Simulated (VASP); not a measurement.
# AlAu2 (I4/mmm) in VASP: further runs

AlAu2 is run at these levels: PBEsol; tasks: single point.

Everything below comes from runs of VASP 6.6.1. Logs are shortened: lines on timing, memory, paths and dates and some standing lists are left out, and cuts for length are marked.

**1. The cell of the first run**

Symmetry: I4/mmm, No. 139, tetragonal system. The conventional cell has a = 3.343 Å, b = 3.343 Å, c = 8.798 Å, α = 90.00°, β = 90.00°, γ = 90.00°. Al (site symmetry 4/mmm) has 10 Au at 2.73 to 3.02 Å and 4 Al at 3.34 Å within 3.6 Å. Au (site symmetry 4mm) has 5 Al at 2.73 to 3.02 Å and 9 Au at 2.75 to 3.34 Å within 3.6 Å.

**2. Single point, PBEsol**

Input file INCAR:

```
SYSTEM = AlAu2
  PREC = Accurate
  ENCUT = 520
  EDIFF = 1E-6
  ISMEAR = 1
  SIGMA = 0.05
  LREAL = .FALSE.
  LASPH = .TRUE.
  NELM = 80
  ALGO = Normal
  ISIF = 2
  LWAVE = .FALSE.
  LCHARG = .FALSE.
  GGA = PS
  NBANDS = 20
```

Input file KPOINTS:

```
regular mesh
0
G
  13 13 13
  0 0 0
```

Input file POSCAR:

```
AlAu2
1.0
   -1.6715144700      1.6715144700      4.3990752400
    1.6715144700     -1.6715144700      4.3990752400
    1.6715144700      1.6715144700     -4.3990752400
Al Au
1 2
Direct
    0.0000000000      0.0000000000      0.0000000000
    0.6562728000      0.6562728000      0.0000000000
    0.3437272000      0.3437272000      0.0000000000
```

Potentials or basis: VASP PAW PBE potentials, release 64 (Al, Au).

Launch:

```sh
> cat potpaw_PBE.64/Al/POTCAR potpaw_PBE.64/Au/POTCAR > POTCAR
> mpirun -np 1 vasp_std > vasp.out
```

OUTCAR:

```text
SYSTEM = AlAu2
   PREC = Accurate
   ENCUT = 520
   EDIFF = 1E-6
   ISMEAR = 1
   LREAL = .FALSE.
   LASPH = .TRUE.
   NELM = 80
   ISIF = 2
   GGA = PS

 ion  position               nearest neighbor table
   1  0.000  0.000  0.000-   2 2.73   2 2.73   2 2.73   3 2.73   2 2.73   3 2.73   3 2.73   3 2.73
                             2 3.02   3 3.02
   2  0.656  0.656  0.000-   1 2.73   1 2.73   1 2.73   1 2.73   3 2.75   3 2.88   3 2.88   3 2.88
                             3 2.88   1 3.02
   3  0.344  0.344  0.000-   1 2.73   1 2.73   1 2.73   1 2.73   2 2.75   2 2.88   2 2.88   2 2.88
                             2 2.88   1 3.02

  LATTYP: Found a body centered tetragonal cell.
 ALAT       =     3.3430289400
 C/A-ratio  =     2.6317901035

  Lattice vectors:

 A1 = (  -1.6715144700,   1.6715144700,   4.3990752400)
 A2 = (   1.6715144700,  -1.6715144700,   4.3990752400)
 A3 = (   1.6715144700,   1.6715144700,  -4.3990752400)

Analysis of symmetry for initial positions (statically):
=====================================================================
 Subroutine PRICEL returns:
 Original cell was already a primitive cell.

 Routine SETGRP: Setting up the symmetry group for a
 body centered tetragonal supercell.

 Subroutine GETGRP returns: Found 16 space group operations
 (whereof 16 operations were pure point group operations)
 out of a pool of 16 trial point group operations.

The static configuration has the point symmetry D_4h.

Analysis of symmetry for dynamics (positions and initial velocities):
=====================================================================
 Subroutine PRICEL returns:
 Original cell was already a primitive cell.

 Routine SETGRP: Setting up the symmetry group for a
 body centered tetragonal supercell.

 Subroutine GETGRP returns: Found 16 space group operations
 (whereof 16 operations were pure point group operations)
 out of a pool of 16 trial point group operations.

The dynamic configuration has the point symmetry D_4h.

 Subroutine INISYM returns: Found 16 space group operations
 (whereof 16 operations are pure point group operations),
 and found     1 'primitive' translations

----------------------------------------------------------------------------------------

                                     Primitive cell

  volume of cell :      49.1634

  direct lattice vectors                    reciprocal lattice vectors
    -1.671514470  1.671514470  4.399075240     0.000000000  0.299129926  0.113660252
[... 88 lines left out ...]
   EDIFF  = 0.1E-05   stopping-criterion for ELM
   LREAL  =      F    real-space projection
   EDIFFG = 0.1E-04   stopping-criterion for IOM
   NSW    =      0    number of steps for IOM
   IBRION =     -1    ionic relax: 0-MD 1-quasi-New 2-CG
   NFREE  =      0    steps in history (QN), initial steepest desc. (CG)
   ISIF   =      2    stress and relaxation
   ISYM   =      2    0-nonsym 1-usesym 2-fastsym
   POTIM  = 0.5000    time-step for ionic-motion
   TEBEG  =    0.0;   TEEND  =   0.0 temperature during run
   PSTRESS=    0.0 pullay stress
   NELECT =      25.0000    total number of electrons
   NUPDOWN=      -1.0000    fix difference up-down
   EMIN   =  10.00;   EMAX   =-10.00  energy-range for DOS
   EFERMI =   0.00;   METHOD = LEGACY
   ISMEAR =     1;   SIGMA  =   0.05  broadening in eV -4-tet -1-fermi 0-gaus
   EFERMI_NEDOS =   21; number of points for ismear=-14 and -15
   IALGO  =     38    algorithm
   IMIX   =      4    mixing-type and parameters
     AMIX     =   0.40;   BMIX     =  1.00
     AMIX_MAG =   1.60;   BMIX_MAG =  1.00
  volume/ion in A,a.u.               =      16.39       110.59
  Fermi-wavevector in a.u.,A,eV,Ry     =   1.306695  2.469296 23.231298  1.707452
  Thomas-Fermi vector in A             =   2.437480
   LORBIT       =      0    0 simple, 1 ext, 2 COOP (PROOUT), +10 PAW based schemes
   GGA     = PS    functional components
   LHFCALC =     F    Hartree Fock is set to
   AEXX    =    0.0000 exact exchange contribution
   IVDW    =     0    specifies the selected vdW correction
   LEPSILON=     F    determine dielectric tensor
   LRPA    =     F    only Hartree local field effects (RPA)
 non-spin polarized calculation
 Methfessel and Paxton  Order N= 1 SIGMA  =   0.05
  energy-cutoff  :      520.00
  volume of cell :       49.16
 maximum number of plane-waves:      1340
 NGX is ok and might be reduce to    40
   NGX = 19   NGY = 19   NGZ = 19

 number of electron      25.0000001 magnetization

 Free energy of the ion-electron system (eV)
  ---------------------------------------------------
  ext. energy  EPLUGINS =         0.00000000
  ---------------------------------------------------
  free energy    TOTEN  =       -13.00454089 eV

  energy without entropy =      -13.00455021  energy(sigma->0) =      -13.00454399

 E-fermi :   9.5408     XC(G=0): -12.1780

 val. band max:        9.5340276645   @ k =  -0.3846   0.1538   0.0000
 cond. band min:       9.5532285529   @ k =  -0.1538   0.1538   0.0769
 fundamental gap:      0.0192008885
 Fermi energy:         9.5407736914

 k-point     1 :       0.0000    0.0000    0.0000
  band No.  band energies     occupation
      1      -1.3575      2.00000
      2       2.8755      2.00000
      3       3.3067      2.00000
      4       4.1963      2.00000
      5       4.5309      2.00000
      6       4.5609      2.00000
[... 541 lines left out ...]
     19      19.4295      0.00000
     20      19.7232      0.00000

 [... further k-points ...]

------------------------ aborting loop because EDIFF is reached ----------------------------------------

  FORCE on cell =-STRESS in cart. coord.  units (eV):
  Direction    XX          YY          ZZ          XY          YZ          ZX
  --------------------------------------------------------------------------------------
  -------------------------------------------------------------------------------------
  Total       -0.7051980     -0.7051980     -0.8612479      0.0000000      0.0000000     -0.0000000
  in kB      -22.9815852    -22.9815852    -28.0670702      0.0000000      0.0000000     -0.0000000
  external PRESSURE =     -24.6767469 kB  Pullay stress =       0.0000000 kB

 VOLUME and BASIS-vectors are now :
 -----------------------------------------------------------------------------
  energy-cutoff  :      520.00
  volume of cell :       49.16
      direct lattice vectors                 reciprocal lattice vectors
    -1.671514470  1.671514470  4.399075240     0.000000000  0.299129926  0.113660252
     1.671514470 -1.671514470  4.399075240     0.299129926  0.000000000  0.113660252
     1.671514470  1.671514470 -4.399075240     0.299129926  0.299129926  0.000000000

 POSITION                                       TOTAL-FORCE (eV/Angst)
 -----------------------------------------------------------------------------------
      0.00000      0.00000      0.00000         0.000000      0.000000      0.000000
      0.00000      0.00000      5.77399        -0.000000     -0.000000      0.057309
      0.00000      0.00000      3.02416        -0.000000     -0.000000     -0.057309
 -----------------------------------------------------------------------------------
    total drift:                                0.000000      0.000000      0.000000

  FREE ENERGIE OF THE ION-ELECTRON SYSTEM (eV)
  ---------------------------------------------------
  free  energy   TOTEN  =       -13.0045408855 eV

  energy  without entropy=      -13.0045502137  energy(sigma->0) =      -13.00454399
```

Wall time 3.6 min (1 thread of Intel Xeon Platinum 8259CL at 2.50GHz (Skylake/Cascade Lake), shared host); peak memory 0.36 GiB.

What came out:

```yaml
Free_energy: -13.0045 eV
Pressure: -2.5 GPa
Largest_force: 0.057 eV/Å
Band_gap_on_the_k_mesh: zero (an odd number of electrons rules out a gap without spin polarisation)
```

Forces on the atoms (eV/Å):
```
Al   0.000  0.000  0.000
Au   0.000  0.000  0.057
Au   0.000  0.000 -0.057
```

Stress tensor (GPa, compression positive):
```
-2.30  0.00  0.00
 0.00 -2.30  0.00
 0.00  0.00 -2.81
```

Caveat: the PAW data sets were made with another functional, which shifts forces and pressure a little; spin-orbit coupling is left out, which moves the levels of the heavy elements.

**3. Single point, PBEsol**

Input file INCAR:

```
PREC = Accurate
ENCUT = 520
EDIFF = 1E-6
ISMEAR = 1
SIGMA = 0.05
LREAL = F
LASPH = T
NELM = 80
ALGO = Normal
ISIF = 2
LWAVE = F
LCHARG = F
GGA = PS
NBANDS = 20
```

Input file KPOINTS:

```
regular mesh
0
Gamma
  13 13 13
```

POSCAR is that of step 2.

Potentials or basis: VASP PAW PBE potentials, release 64 (Al, Au).

Launch:

```sh
> cat potpaw_PBE.64/Al/POTCAR potpaw_PBE.64/Au/POTCAR > POTCAR
> mpirun -np 1 vasp_std > vasp.out
```

Wall time 3.3 min (1 thread of Intel Xeon Platinum 8259CL at 2.50GHz (Skylake/Cascade Lake), shared host); peak memory 0.36 GiB.

The run converged. Its results:

| Property | Result |
| --- | --- |
| Free energy | -13.0045 eV |
| Pressure | -2.5 GPa |
| Largest force | 0.057 eV/Å |
| Band gap on the k mesh | zero (an odd number of electrons rules out a gap without spin polarisation) |

Forces in eV/Å, atoms in the order of the input:
```
Al   0.000  0.000  0.000
Au   0.000  0.000  0.057
Au   0.000  0.000 -0.057
```

Stress tensor (GPa, compression positive):
```
-2.30  0.00  0.00
 0.00 -2.30  0.00
 0.00  0.00 -2.81
```

Levels at points of the mesh, in eV from the Fermi level:
```csv
k point,band 9,band 10,band 11,band 12,band 13,band 14,band 15,band 16
"(0.00, 0.00, 0.00)",-4.70,-4.70,-3.41,-1.11,1.14,5.89,5.89,6.77
```

Caveat: the PAW data sets were made with another functional, which shifts forces and pressure a little; spin-orbit coupling is left out, which moves the levels of the heavy elements.
